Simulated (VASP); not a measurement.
# CdO (Monteponite) (Fm-3m) in VASP: single point with r2SCAN

Aim: the single point of CdO (Monteponite) with r2SCAN.

Everything below comes from runs of VASP 6.6.1. Logs are shortened: lines on timing, memory, paths and dates and some standing lists are left out, and cuts for length are marked.

**1. The cell of the first run**

The structure is cubic, space group Fm-3m (No. 225). The conventional cell has a = 4.699 Å, b = 4.699 Å, c = 4.699 Å, α = 90.00°, β = 90.00°, γ = 90.00°. Cd (site symmetry m-3m) has 6 O at 2.35 Å within 3.1 Å. O (site symmetry m-3m) has 6 Cd at 2.35 Å within 3.1 Å.

**2. Single point, r2SCAN**

POSCAR reads:

```
CdO
1.0
    0.0000000000      2.3495000000      2.3495000000
    2.3495000000      0.0000000000      2.3495000000
    2.3495000000      2.3495000000      0.0000000000
Cd O
1 1
Direct
    0.0000000000      0.0000000000      0.0000000000
    0.5000000000      0.5000000000      0.5000000000
```

INCAR.step1 reads:

```
PREC = Accurate
ENCUT = 660
ISMEAR = -1
SIGMA = 0.01
LREAL = F
LASPH = T
NELM = 120
NBANDS = 16
GGA = PE
ALGO = Normal
EDIFF = 1E-5
LWAVE = T
LCHARG = F
GGA_COMPAT = F
```

INCAR.step2 reads:

```
PREC = Accurate
ENCUT = 660
EDIFF = 1E-6
ISMEAR = -1
SIGMA = 0.01
LREAL = F
LASPH = T
NELM = 120
ALGO = Normal
ISIF = 2
LWAVE = F
LCHARG = T
METAGGA = R2SCAN
LMIXTAU = T
LELF = T
LVHAR = T
NBANDS = 16
ISTART = 1
GGA_COMPAT = F
```

KPOINTS reads:

```
regular mesh
0
Gamma
  6 6 6
```

Potentials or basis: VASP PAW PBE potentials, release 64 (Cd, O).

Run with:

```sh
$ cat potpaw_PBE.64/Cd/POTCAR potpaw_PBE.64/O/POTCAR > POTCAR
$ cp INCAR.step1 INCAR
$ mpirun -np 1 vasp_std > vasp.out
$ cp INCAR.step2 INCAR
$ mpirun -np 1 vasp_std > vasp.out
```

OUTCAR:

```text
PREC = Accurate
   ENCUT = 660
   EDIFF = 1E-6
   ISMEAR = -1
   LREAL = F
   LASPH = T
   NELM = 120
   ISIF = 2
   METAGGA = R2SCAN
   ISTART = 1

 ion  position               nearest neighbor table
   1  0.000  0.000  0.000-   2 2.35   2 2.35   2 2.35   2 2.35   2 2.35   2 2.35
   2  0.500  0.500  0.500-   1 2.35   1 2.35   1 2.35   1 2.35   1 2.35   1 2.35

  LATTYP: Found a face centered cubic cell.
 ALAT       =     4.6990000000

  Lattice vectors:

 A1 = (   0.0000000000,   2.3495000000,   2.3495000000)
 A2 = (   2.3495000000,   0.0000000000,   2.3495000000)
 A3 = (   2.3495000000,   2.3495000000,   0.0000000000)

Analysis of symmetry for initial positions (statically):
=====================================================================
 Subroutine PRICEL returns:
 Original cell was already a primitive cell.

 Routine SETGRP: Setting up the symmetry group for a
 face centered cubic supercell.

 Subroutine GETGRP returns: Found 48 space group operations
 (whereof 48 operations were pure point group operations)
 out of a pool of 48 trial point group operations.

The static configuration has the point symmetry O_h .

Analysis of symmetry for dynamics (positions and initial velocities):
=====================================================================
 Subroutine PRICEL returns:
 Original cell was already a primitive cell.

 Routine SETGRP: Setting up the symmetry group for a
 face centered cubic supercell.

 Subroutine GETGRP returns: Found 48 space group operations
 (whereof 48 operations were pure point group operations)
 out of a pool of 48 trial point group operations.

The dynamic configuration has the point symmetry O_h .

 Subroutine INISYM returns: Found 48 space group operations
 (whereof 48 operations are pure point group operations),
 and found     1 'primitive' translations

----------------------------------------------------------------------------------------

                                     Primitive cell

  volume of cell :      25.9392

  direct lattice vectors                    reciprocal lattice vectors
     0.000000000  2.349500000  2.349500000    -0.212811236  0.212811236  0.212811236
     2.349500000  0.000000000  2.349500000     0.212811236 -0.212811236  0.212811236
     2.349500000  2.349500000  0.000000000     0.212811236  0.212811236 -0.212811236

  length of vectors
     3.322694765  3.322694765  3.322694765     0.368599874  0.368599874  0.368599874

  position of ions in fractional coordinates (direct lattice)
     0.000000000  0.000000000  0.000000000
     0.500000000  0.500000000  0.500000000

  ion indices of the primitive-cell ions
   primitive index   ion index
                 1           1
                 2           2

----------------------------------------------------------------------------------------

 KPOINTS: regular mesh

Automatic generation of k-mesh.
 Grid dimensions read from file:
 generate k-points for:    6    6    6

 Generating k-lattice:

  Cartesian coordinates                     Fractional coordinates (reciprocal lattice)
    -0.035468539  0.035468539  0.035468539     0.166666667  0.000000000  0.000000000
     0.035468539 -0.035468539  0.035468539     0.000000000  0.166666667  0.000000000
     0.035468539  0.035468539 -0.035468539     0.000000000  0.000000000  0.166666667

  Length of vectors
     0.061433312  0.061433312  0.061433312

  Shift w.r.t. Gamma in fractional coordinates (k-lattice)
     0.000000000  0.000000000  0.000000000

 Subroutine IBZKPT returns following result:
 ===========================================

 Found     16 irreducible k-points:

 Following reciprocal coordinates:
            Coordinates               Weight
  0.000000  0.000000  0.000000      1.000000
  0.166667  0.000000  0.000000      8.000000
  0.333333  0.000000  0.000000      8.000000
  0.500000  0.000000  0.000000      4.000000
  0.166667  0.166667  0.000000      6.000000
  0.333333  0.166667  0.000000     24.000000
[... 8 lines left out ...]
 -0.333333  0.333333  0.166667     24.000000
 -0.333333  0.500000  0.166667     12.000000
   k-points           NKPTS =     16   k-points in BZ     NKDIM =     16   number of bands    NBANDS=     16
   number of dos      NEDOS =    301   number of ions     NIONS =      2
   total plane-waves  NPLWV =  21952
   dimension x,y,z NGX =    28 NGY =   28 NGZ =   28
   dimension x,y,z NGXF=    56 NGYF=   56 NGZF=   56
   ions per type =               1   1
   NGX,Y,Z   is equivalent  to a cutoff of  14.01, 14.01, 14.01 a.u.
   NGXF,Y,Z  is equivalent  to a cutoff of  28.02, 28.02, 28.02 a.u.
 SYSTEM =  unknown system
   PREC   = accura    normal or accurate (medium, high low for compatibility)
   ISTART =      1    job   : 0-new  1-cont  2-samecut
   ICHARG =      0    charge: 1-file 2-atom 10-const
   ISPIN  =      1    spin polarized calculation?
   LNONCOLLINEAR =      F non collinear calculations
   LSORBIT =      F    spin-orbit coupling
   LASPH  =      T    aspherical Exc in radial PAW
   ENCUT  =  660.0 eV  48.51 Ry    6.96 a.u.   6.96  6.96  6.96*2*pi/ulx,y,z
   NELM   =    120;   NELMIN=  2; NELMDL=  0     # of ELM steps
   EDIFF  = 0.1E-05   stopping-criterion for ELM
   LREAL  =      F    real-space projection
   EDIFFG = 0.1E-04   stopping-criterion for IOM
   NSW    =      0    number of steps for IOM
   IBRION =     -1    ionic relax: 0-MD 1-quasi-New 2-CG
   NFREE  =      0    steps in history (QN), initial steepest desc. (CG)
   ISIF   =      2    stress and relaxation
   ISYM   =      2    0-nonsym 1-usesym 2-fastsym
   POTIM  = 0.5000    time-step for ionic-motion
   TEBEG  =    0.0;   TEEND  =   0.0 temperature during run
   PSTRESS=    0.0 pullay stress
   NELECT =      18.0000    total number of electrons
   NUPDOWN=      -1.0000    fix difference up-down
   EMIN   =  10.00;   EMAX   =-10.00  energy-range for DOS
   EFERMI =   0.00;   METHOD = LEGACY
   ISMEAR =    -1;   SIGMA  =   0.01  broadening in eV -4-tet -1-fermi 0-gaus
   EFERMI_NEDOS =   21; number of points for ismear=-14 and -15
   IALGO  =     38    algorithm
   IMIX   =      4    mixing-type and parameters
     AMIX     =   0.40;   BMIX     =  1.00
     AMIX_MAG =   1.60;   BMIX_MAG =  1.00
  volume/ion in A,a.u.               =      12.97        87.52
  Fermi-wavevector in a.u.,A,eV,Ry     =   1.449373  2.738918 28.581522  2.100683
  Thomas-Fermi vector in A             =   2.567107
   LORBIT       =      0    0 simple, 1 ext, 2 COOP (PROOUT), +10 PAW based schemes
   METAGGA = R2SCAN    functional components
   LHFCALC =     F    Hartree Fock is set to
   AEXX    =    0.0000 exact exchange contribution
   IVDW    =     0    specifies the selected vdW correction
   LEPSILON=     F    determine dielectric tensor
   LRPA    =     F    only Hartree local field effects (RPA)
 non-spin polarized calculation
  energy-cutoff  :      660.00
  volume of cell :       25.94
 maximum number of plane-waves:      1018
   NGX = 13   NGY = 13   NGZ = 13

 number of electron      18.0000002 magnetization

 Free energy of the ion-electron system (eV)
  ---------------------------------------------------
  ext. energy  EPLUGINS =         0.00000000
  ---------------------------------------------------
  free energy    TOTEN  =       -28.55868357 eV

  energy without entropy =      -28.55862004  energy(sigma->0) =      -28.55865180

 E-fermi :   1.7666     XC(G=0): -12.3277

 val. band max:        1.7198856908   @ k =   0.5000   0.0000   0.0000
 cond. band min:       1.7918383036   @ k =   0.0000   0.0000   0.0000
 fundamental gap:      0.0719526128
 Fermi energy:         1.7666018264

 k-point     1 :       0.0000    0.0000    0.0000
  band No.  band energies     occupation
      1     -16.5825      2.00000
      2      -5.1554      2.00000
      3      -5.1554      2.00000
      4      -5.1554      2.00000
      5      -4.8384      2.00000
      6      -4.8384      2.00000
[... 8 lines left out ...]
     15      21.0280      0.00000
     16      21.0280      0.00000

 k-point     2 :       0.1667    0.0000    0.0000
  band No.  band energies     occupation
      1     -16.4087      2.00000
      2      -5.2790      2.00000
      3      -5.1886      2.00000
      4      -5.1886      2.00000
      5      -4.9386      2.00000
      6      -4.9386      2.00000
[... 8 lines left out ...]
     15      21.4576      0.00000
     16      21.4576      0.00000

 k-point     3 :       0.3333    0.0000    0.0000
  band No.  band energies     occupation
      1     -16.0358      2.00000
      2      -5.7363      2.00000
      3      -5.5772      2.00000
      4      -5.5772      2.00000
      5      -4.7367      2.00000
      6      -4.7367      2.00000
[... 8 lines left out ...]
     15      23.0735      0.00000
     16      23.0735      0.00000

 k-point     4 :       0.5000    0.0000    0.0000
  band No.  band energies     occupation
      1     -15.8340      2.00000
      2      -6.0655      2.00000
      3      -5.7644      2.00000
      4      -5.7644      2.00000
      5      -4.6128      2.00000
      6      -4.6128      2.00000
[... 8 lines left out ...]
     15      23.9278      0.00000
     16      24.7973      0.00000

 k-point     5 :       0.1667    0.1667    0.0000
  band No.  band energies     occupation
      1     -16.3705      2.00000
      2      -5.3285      2.00000
      3      -5.2685      2.00000
      4      -5.0531      2.00000
      5      -5.0531      2.00000
      6      -4.7743      2.00000
[... 8 lines left out ...]
     15      23.1097      0.00000
     16      24.9818      0.00000

 k-point     6 :       0.3333    0.1667    0.0000
  band No.  band energies     occupation
      1     -16.1084      2.00000
      2      -5.6002      2.00000
      3      -5.4251      2.00000
      4      -5.1871      2.00000
      5      -4.8900      2.00000
      6      -4.6582      2.00000
[... 8 lines left out ...]
     15      23.8488      0.00000
     16      25.4949      0.00000

 k-point     7 :       0.5000    0.1667    0.0000
  band No.  band energies     occupation
      1     -15.8724      2.00000
      2      -5.7830      2.00000
      3      -5.5719      2.00000
      4      -5.5286      2.00000
      5      -4.6885      2.00000
      6      -4.5842      2.00000
[... 8 lines left out ...]
     15      23.8021      0.00000
     16      24.8618      0.00000

 k-point     8 :      -0.3333    0.1667    0.0000
  band No.  band energies     occupation
      1     -15.9136      2.00000
      2      -5.8124      2.00000
      3      -5.6366      2.00000
      4      -5.4339      2.00000
      5      -4.7433      2.00000
      6      -4.5788      2.00000
[... 8 lines left out ...]
     15      22.4605      0.00000
     16      22.6916      0.00000

 k-point     9 :      -0.1667    0.1667    0.0000
  band No.  band energies     occupation
      1     -16.1876      2.00000
      2      -5.4771      2.00000
      3      -5.4340      2.00000
      4      -5.3251      2.00000
      5      -4.9711      2.00000
      6      -4.6771      2.00000
[... 8 lines left out ...]
     15      21.3319      0.00000
     16      23.3890      0.00000

 k-point    10 :       0.3333    0.3333    0.0000
  band No.  band energies     occupation
      1     -16.0618      2.00000
      2      -5.4904      2.00000
      3      -5.2589      2.00000
      4      -4.7299      2.00000
      5      -4.7299      2.00000
      6      -4.6444      2.00000
[... 8 lines left out ...]
     15      26.6601      0.00000
     16      27.5284      0.00000

 k-point    11 :       0.5000    0.3333    0.0000
  band No.  band energies     occupation
      1     -15.9454      2.00000
      2      -5.5445      2.00000
      3      -4.9564      2.00000
      4      -4.9499      2.00000
      5      -4.5374      2.00000
      6      -4.5245      2.00000
[... 8 lines left out ...]
     15      26.2164      0.00000
     16      26.5422      0.00000

 k-point    12 :      -0.3333    0.3333    0.0000
  band No.  band energies     occupation
      1     -15.8699      2.00000
      2      -5.6434      2.00000
      3      -5.3701      2.00000
      4      -5.1476      2.00000
      5      -4.6322      2.00000
      6      -4.5079      2.00000
[... 8 lines left out ...]
     15      23.4209      0.00000
     16      26.1988      0.00000

 k-point    13 :       0.5000    0.5000    0.0000
  band No.  band energies     occupation
      1     -15.9802      2.00000
      2      -5.5992      2.00000
      3      -4.5785      2.00000
      4      -4.4793      2.00000
      5      -4.4793      2.00000
      6      -4.1561      2.00000
[... 8 lines left out ...]
     15      25.8236      0.00000
     16      28.8703      0.00000

 k-point    14 :       0.5000    0.3333    0.1667
  band No.  band energies     occupation
      1     -15.9496      2.00000
      2      -5.4924      2.00000
      3      -5.4164      2.00000
      4      -5.3498      2.00000
      5      -4.7085      2.00000
      6      -4.5139      2.00000
[... 8 lines left out ...]
     15      23.8060      0.00000
     16      26.5995      0.00000

 k-point    15 :      -0.3333    0.3333    0.1667
  band No.  band energies     occupation
      1     -15.8699      2.00000
      2      -5.5733      2.00000
      3      -5.3376      2.00000
      4      -5.3094      2.00000
      5      -4.5737      2.00000
      6      -4.5071      2.00000
[... 8 lines left out ...]
     15      21.8254      0.00000
     16      27.6420      0.00000

 k-point    16 :      -0.3333    0.5000    0.1667
  band No.  band energies     occupation
      1     -15.9069      2.00000
      2      -5.4657      2.00000
      3      -5.1652      2.00000
      4      -4.9843      2.00000
      5      -4.4791      2.00000
      6      -4.2518      2.00000
[... 8 lines left out ...]
     15      23.9731      0.00000
     16      27.3227      0.00000

------------------------ aborting loop because EDIFF is reached ----------------------------------------

  FORCE on cell =-STRESS in cart. coord.  units (eV):
  Direction    XX          YY          ZZ          XY          YZ          ZX
  --------------------------------------------------------------------------------------
  -------------------------------------------------------------------------------------
  Total        0.3616466      0.3616466      0.3616466      0.0000000      0.0000000     -0.0000000
  in kB       22.3377076     22.3377076     22.3377076      0.0000000      0.0000000     -0.0000000
  external PRESSURE =      22.3377076 kB  Pullay stress =       0.0000000 kB

 VOLUME and BASIS-vectors are now :
 -----------------------------------------------------------------------------
  energy-cutoff  :      660.00
  volume of cell :       25.94
      direct lattice vectors                 reciprocal lattice vectors
     0.000000000  2.349500000  2.349500000    -0.212811236  0.212811236  0.212811236
     2.349500000  0.000000000  2.349500000     0.212811236 -0.212811236  0.212811236
     2.349500000  2.349500000  0.000000000     0.212811236  0.212811236 -0.212811236

 POSITION                                       TOTAL-FORCE (eV/Angst)
 -----------------------------------------------------------------------------------
      0.00000      0.00000      0.00000        -0.000000      0.000000      0.000000
      2.34950      2.34950      2.34950         0.000000     -0.000000     -0.000000
 -----------------------------------------------------------------------------------
    total drift:                                0.000000      0.000000      0.000000

  FREE ENERGIE OF THE ION-ELECTRON SYSTEM (eV)
  ---------------------------------------------------
  free  energy   TOTEN  =       -28.5586835692 eV

  energy  without entropy=      -28.5586200370  energy(sigma->0) =      -28.55865180
```

Run time: 20 s. Hardware: 1 thread of Intel Xeon 6975P-C (Granite Rapids), shared host; peak memory 0.16 GiB.

Results:

```yaml
Free_energy: -28.5587 eV
Pressure: 2.2 GPa
Band_gap_on_the_k_mesh: 0.07 eV, indirect (least direct gap 1.42 eV)
```

Caveat: the PAW data sets were made with another functional, which shifts forces and pressure a little.
